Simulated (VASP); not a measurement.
# Cu (Cmcm) in VASP: settings compared, part 2 of 2

VASP 6.6.1. The steps go on from the part before.

## Step 4: Single point, LDA

This run uses another cell than the first one, of 11.51 Å³/atom.

File INCAR:

```
ALGO = Fast ; EDIFF = 1E-6
ENCUT = 520 ; ISIF = 2
ISMEAR = -1 ; LASPH = True
LCHARG = False ; LREAL = False
LWAVE = False ; NBANDS = 18
NELM = 100 ; PREC = Accurate
SIGMA = 0.05
```

File KPOINTS:

```
k-points
0
Gamma
  11 11 11
```

File POSCAR:

```
Cu
1.0
    1.2019959458     -3.9226365845      0.0000000000
    1.2019959458      3.9226365845      0.0000000000
    0.0000000000      0.0000000000      2.4420387800
Cu
2
Direct
    0.8661333500      0.1338666500      0.7500000000
    0.1338666500      0.8661333500      0.2500000000
```

Potentials or basis: VASP PAW LDA potentials, release 64 (Cu).

Started as:

```console
cat potpaw_LDA.64/Cu/POTCAR > POTCAR
mpirun -np 1 vasp_std > vasp.out
```

OUTCAR:

```text
EDIFF = 1E-6
   ENCUT = 520
   ISIF = 2
   ISMEAR = -1
   LASPH = True
   LREAL = False
   NELM = 100
   PREC = Accurate

 ion  position               nearest neighbor table
   1  0.866  0.134  0.750-   2 2.43   2 2.43   2 2.50   2 2.50   2 2.50   2 2.50
   2  0.134  0.866  0.250-   1 2.43   1 2.43   1 2.50   1 2.50   1 2.50   1 2.50

  LATTYP: Found a base centered orthorhombic cell.
 ALAT       =     2.4039918916
 B/A-ratio  =     3.2634357863
 C/A-ratio  =     1.0158265461

  Lattice vectors:

 A1 = (   1.2019959458,  -3.9226365845,   0.0000000000)
 A2 = (   1.2019959458,   3.9226365845,   0.0000000000)
 A3 = (   0.0000000000,   0.0000000000,   2.4420387800)

Analysis of symmetry for initial positions (statically):
=====================================================================
 Subroutine PRICEL returns:
 Original cell was already a primitive cell.

 Routine SETGRP: Setting up the symmetry group for a
 base centered orthorhombic supercell.

 Subroutine GETGRP returns: Found  8 space group operations
 (whereof  4 operations were pure point group operations)
 out of a pool of  8 trial point group operations.

The static configuration has the point symmetry C_2h.
 The point group associated with its full space group is D_2h.

Analysis of symmetry for dynamics (positions and initial velocities):
=====================================================================
 Subroutine PRICEL returns:
 Original cell was already a primitive cell.

 Routine SETGRP: Setting up the symmetry group for a
 base centered orthorhombic supercell.

 Subroutine GETGRP returns: Found  8 space group operations
 (whereof  4 operations were pure point group operations)
 out of a pool of  8 trial point group operations.

The dynamic configuration has the point symmetry C_2h.
 The point group associated with its full space group is D_2h.

 Subroutine INISYM returns: Found  8 space group operations
[... 113 lines left out ...]
   EFERMI_NEDOS =   21; number of points for ismear=-14 and -15
   IALGO  =     68    algorithm
   IMIX   =      4    mixing-type and parameters
     AMIX     =   0.40;   BMIX     =  1.00
     AMIX_MAG =   1.60;   BMIX_MAG =  1.00
  volume/ion in A,a.u.               =      11.51        77.70
  Fermi-wavevector in a.u.,A,eV,Ry     =   1.612357  3.046913 35.370995  2.599695
  Thomas-Fermi vector in A             =   2.707600
   LORBIT       =      0    0 simple, 1 ext, 2 COOP (PROOUT), +10 PAW based schemes
   GGA     = CA    functional components
   LHFCALC =     F    Hartree Fock is set to
   AEXX    =    0.0000 exact exchange contribution
   IVDW    =     0    specifies the selected vdW correction
   LEPSILON=     F    determine dielectric tensor
   LRPA    =     F    only Hartree local field effects (RPA)
 non-spin polarized calculation
 RMM-DIIS sequential band-by-band and
  energy-cutoff  :      520.00
  volume of cell :       23.03
 maximum number of plane-waves:       637
   NGX = 15   NGY = 15   NGZ =  9

 number of electron      21.9999989 magnetization

 Free energy of the ion-electron system (eV)
  ---------------------------------------------------
  ext. energy  EPLUGINS =         0.00000000
  ---------------------------------------------------
  free energy    TOTEN  =        -9.10054846 eV

  energy without entropy =       -9.09657924  energy(sigma->0) =       -9.09856385

 E-fermi :   7.6799     XC(G=0): -13.2125

 val. band max:        7.6574758527   @ k =  -0.3636   0.3636   0.3636
 cond. band min:       7.7235715392   @ k =  -0.3636   0.2727   0.2727
 fundamental gap:      0.0660956865
 Fermi energy:         7.6798949411

 k-point     1 :       0.0000    0.0000    0.0000
  band No.  band energies     occupation
      1      -1.8846      2.00000
      2       2.4281      2.00000
      3       3.2073      2.00000
      4       3.7151      2.00000
      5       4.4712      2.00000
      6       4.7566      2.00000
[... 481 lines left out ...]
      5       4.5868      2.00000
      6       4.6271      2.00000
[... 10 lines left out ...]
     17      29.5063      0.00000
     18      29.5316      0.00000

 [... further k-points ...]

------------------------ aborting loop because EDIFF is reached ----------------------------------------

  FORCE on cell =-STRESS in cart. coord.  units (eV):
  Direction    XX          YY          ZZ          XY          YZ          ZX
  --------------------------------------------------------------------------------------
  -------------------------------------------------------------------------------------
  Total       -0.0427048     -0.1664533      0.0027993      0.0000000      0.0000000      0.0000000
  in kB       -2.9711469    -11.5808240      0.1947555      0.0000000      0.0000000      0.0000000
  external PRESSURE =      -4.7857385 kB  Pullay stress =       0.0000000 kB

 VOLUME and BASIS-vectors are now :
 -----------------------------------------------------------------------------
  energy-cutoff  :      520.00
  volume of cell :       23.03
      direct lattice vectors                 reciprocal lattice vectors
     1.201995946 -3.922636585  0.000000000     0.415974781 -0.127465287  0.000000000
     1.201995946  3.922636585  0.000000000     0.415974781  0.127465287  0.000000000
     0.000000000  0.000000000  2.442038780     0.000000000  0.000000000  0.409493907

 POSITION                                       TOTAL-FORCE (eV/Angst)
 -----------------------------------------------------------------------------------
      1.20200     -2.87242      1.83153         0.000000     -0.016802      0.000000
      1.20200      2.87242      0.61051         0.000000      0.016802     -0.000000
 -----------------------------------------------------------------------------------
    total drift:                                0.000000      0.000000      0.000000

  FREE ENERGIE OF THE ION-ELECTRON SYSTEM (eV)
  ---------------------------------------------------
  free  energy   TOTEN  =        -9.1005484603 eV

  energy  without entropy=       -9.0965792418  energy(sigma->0) =       -9.09856385
```

OSZICAR:

```text
N       E                     dE             d eps       ncg     rms          rms(c)
DAV:   1     0.122106766731E+03    0.12211E+03   -0.10378E+04  8330   0.224E+03
DAV:   2    -0.425311010904E+01   -0.12636E+03   -0.11979E+03  7804   0.291E+02
DAV:   3    -0.109450215176E+02   -0.66919E+01   -0.64478E+01  8648   0.899E+01
DAV:   4    -0.110226173879E+02   -0.77596E-01   -0.77537E-01  9340   0.107E+01
DAV:   5    -0.110236742593E+02   -0.10569E-02   -0.10568E-02  9704   0.107E+00    0.112E+01
RMM:   6    -0.980394395427E+01    0.12197E+01   -0.10701E+01  9081   0.593E+01    0.611E+00
RMM:   7    -0.912697736342E+01    0.67697E+00   -0.19124E+00  9017   0.262E+01    0.144E+00
RMM:   8    -0.910167595857E+01    0.25301E-01   -0.75410E-02  9506   0.264E+00    0.232E-01
RMM:   9    -0.910046421948E+01    0.12117E-02   -0.13759E-02  9777   0.205E+00    0.727E-02
RMM:  10    -0.910063678545E+01   -0.17257E-03   -0.30903E-03 10067   0.655E-01    0.973E-02
RMM:  11    -0.910053153788E+01    0.10525E-03   -0.76072E-04 10078   0.334E-01    0.239E-02
RMM:  12    -0.910054243978E+01   -0.10902E-04   -0.26817E-04 10710   0.211E-01    0.385E-03
RMM:  13    -0.910054970526E+01   -0.72655E-05   -0.65200E-05 10024   0.809E-02    0.139E-02
RMM:  14    -0.910054778411E+01    0.19212E-05   -0.17747E-05  8923   0.598E-02    0.175E-03
RMM:  15    -0.910054846026E+01   -0.67615E-06   -0.64582E-06  6685   0.205E-02
   1 F= -.91005485E+01 E0= -.90985639E+01  d E =-.396922E-02
```

Run time: 88 s. Hardware: 1 thread of Intel Xeon Platinum 8375C at 2.90GHz (Ice Lake), shared host; peak memory 0.19 GiB.

What came out:

```yaml
Free_energy: -9.1005 eV
Pressure: -0.5 GPa
Largest_force: 0.017 eV/Å
Band_gap_on_the_k_mesh: zero (bands 11 and 12 overlap by 5.56 eV)
```

Forces in eV/Å, atoms in the order of the input:
```
Cu   0.000 -0.017  0.000
Cu   0.000  0.017  0.000
```

Levels at points of the mesh, in eV from the Fermi level:
```csv
k point,band 8,band 9,band 10,band 11,band 12,band 13,band 14,band 15
"(0.00, 0.00, 0.00)",-2.14,-1.92,-1.77,-1.52,-0.14,5.00,15.03,18.80
```

## Step 5: Overview

| task | level | potentials or basis | cell | cutoff (eV) | gap on the mesh (eV) | pressure (GPa) | largest force (eV/Å) |
| --- | --- | --- | --- | --- | --- | --- | --- |
| relaxation of cell and atoms | PBE+D4 | VASP PAW PBE potentials, release 64 (Cu) | relaxed from a = 4.159, b = 4.159, c = 2.475 Å, angles 90.0, 90.0, 145.9°, 2 atoms | 600 | none | 0.1 | 0.01 |
| single point | LDA | VASP PAW LDA potentials, release 64 (Cu) | a = 4.074, b = 4.074, c = 2.425 Å, angles 90.0, 90.0, 145.9°, 2 atoms | 520 | none | 3.1 | 0.05 |
| single point | LDA | VASP PAW LDA potentials, release 64 (Cu) | a = 4.103, b = 4.103, c = 2.442 Å, angles 90.0, 90.0, 145.9°, 2 atoms | 520 | none | -0.5 | 0.02 |

Alike in all rows: no spin polarisation; k mesh 11 × 11 × 11; smearing fermi-dirac 0.05 eV.

Caveats: the cell stands under pressure (at least some runs).

Absolute energies hang on the potentials; compare differences alone.

The gap in the log of VASP goes by the Fermi energy; the results here count the filled bands.